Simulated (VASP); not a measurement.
Set up this calculation in VASP 6.6.1, as the native input.

```
Task                   : single point
Functional             : r2SCAN
Potentials or basis    : VASP PAW PBE potentials, release 64 (Ag)
Cutoff                 : 550 eV
k mesh                 : 7 × 7 × 7
Occupations            : fermi-dirac, width 0.113 eV
Spin                   : no spin polarisation
Dipole correction      : no
Further INCAR settings : ALGO = Normal; EDIFF = 1e-06; NBANDS = 12
```

Crystal: Ag.

```
Ag
1.0
     0.00000    2.05988    2.05988
     2.05988    0.00000    2.05988
     2.05988    2.05988    0.00000
Ag
1
Direct
  0.00000 0.00000 0.00000
```

One way to write it, as run:

POSCAR

```
Ag
1.0
    0.0000000000      2.0598760700      2.0598760700
    2.0598760700      0.0000000000      2.0598760700
    2.0598760700      2.0598760700      0.0000000000
Ag
1
Direct
    0.0000000000      0.0000000000      0.0000000000
```

INCAR.step1

```
  PREC = Accurate
  ENCUT = 550
  ISMEAR = -1
  SIGMA = 0.113
  LREAL = False
  LASPH = True
  NELM = 120
  NBANDS = 12
  GGA = PE
  ALGO = Normal
  EDIFF = 1E-5
  LWAVE = True
  LCHARG = False
  GGA_COMPAT = False
```

INCAR.step2

```
  PREC = Accurate
  ENCUT = 550
  EDIFF = 1E-6
  ISMEAR = -1
  SIGMA = 0.113
  LREAL = False
  LASPH = True
  NELM = 120
  ALGO = Normal
  ISIF = 2
  LWAVE = False
  LCHARG = False
  METAGGA = R2SCAN
  LMIXTAU = True
  NBANDS = 12
  ISTART = 1
  GGA_COMPAT = False
```

KPOINTS

```
Automatic mesh
0
Gamma
  7 7 7
```

Potentials or basis: VASP PAW PBE potentials, release 64 (Ag).

Run with:

```bash
$ cat potpaw_PBE.64/Ag/POTCAR > POTCAR
$ cp INCAR.step1 INCAR
$ mpirun -np 1 vasp_std > vasp.out
$ cp INCAR.step2 INCAR
$ mpirun -np 1 vasp_std > vasp.out
```

Results of the run:

```
Pressure : -1.5 GPa
```

Caveat: the k points lie up to 0.38 Å⁻¹ apart; the PAW data sets were made with another functional, which shifts forces and pressure a little.

It took 55 s on 1 thread of Intel Xeon 8259CL (shared host), peak memory 0.14 GiB.
